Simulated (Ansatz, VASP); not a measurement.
Two plane-wave programs on SrO

```xyz
2
Lattice="0.0000 2.5663 2.5663 2.5663 0.0000 2.5663 2.5663 2.5663 0.0000" Properties=species:S:1:pos:R:3 pbc="T T T"
Sr    2.5663    2.5663    2.5663
O     0.0000    0.0000    0.0000
```

Alike in both runs: task relaxation of cell and atoms; functional r2SCAN; k mesh 8 × 8 × 8; occupations gaussian, width 0.02 eV; no spin polarisation.

```csv
,VASP,Ansatz
version,VASP 6.6.1,Ansatz 0.2.0
potentials or method,"VASP PAW PBE potentials, release 64 (Sr_sv, O), cutoff 600 eV","scalar-relativistic, plane waves, PAW"
valence electrons in the cell,16,16
```

Ansatz gave:

| Quantity | Value |
| --- | --- |
| gap on the k mesh at the Fermi level, each at its own relaxed structure (eV) | 3.80 |
| relaxed volume (Å³/atom) | 17.18 |
| relaxed cell length with the largest relative difference (Å) | 3.649 |

**Question.** Which values does VASP return?

**Answer.** gap on the k mesh at the Fermi level, each at its own relaxed structure (eV): 3.75; relaxed volume (Å³/atom): 17.25; relaxed cell length with the largest relative difference (Å): 3.654.

VASP's potentials were made for PBE, not for r2SCAN.
